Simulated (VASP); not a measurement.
CsI, 2 atoms in the cell. Symmetry: Pm-3m, No. 221, cubic system. The conventional cell has a = 4.608 Å, b = 4.608 Å, c = 4.608 Å, α = 90.00°, β = 90.00°, γ = 90.00°. Within 5.2 Å of Cs (site symmetry m-3m) lie 8 I at 3.99 Å and 6 Cs at 4.61 Å. I (site symmetry m-3m) has 8 Cs at 3.99 Å and 6 I at 4.61 Å within 5.2 Å. 

- Program: VASP 6.6.1
- Task: single point
- Functional: PBE0
- Potentials or basis: VASP PAW PBE potentials, release 64 (Cs_sv, I)
- Cutoff: 400 eV
- k mesh: 4 × 4 × 4
- Occupations: gaussian, width 0.01 eV
- Spin: no spin polarisation
- Dipole correction: no
- Grid for exact exchange (PRECFOCK): Normal
- Further INCAR settings: ALGO = Normal; EDIFF = 1e-06; NBANDS = 15

Potentials or basis: VASP PAW PBE potentials, release 64 (Cs_sv, I).

Run with:

```sh
$ cat potpaw_PBE.64/Cs_sv/POTCAR potpaw_PBE.64/I/POTCAR > POTCAR
$ cp INCAR.step1 INCAR
$ mpirun -np 1 vasp_std > vasp.out
$ cp INCAR.step2 INCAR
$ mpirun -np 1 vasp_std > vasp.out
```

Hardware: 1 thread of Intel(R) Xeon(R) Platinum 8259CL CPU @ 2.50GHz (Skylake/Cascade Lake) (shared host).

How long does it take, and how much memory?

Wall time 5.4 min on 1 thread of Intel(R) Xeon(R) Platinum 8259CL CPU @ 2.50GHz (Skylake/Cascade Lake), on a shared host, peak memory 0.18 GiB. Counts: k points 10.
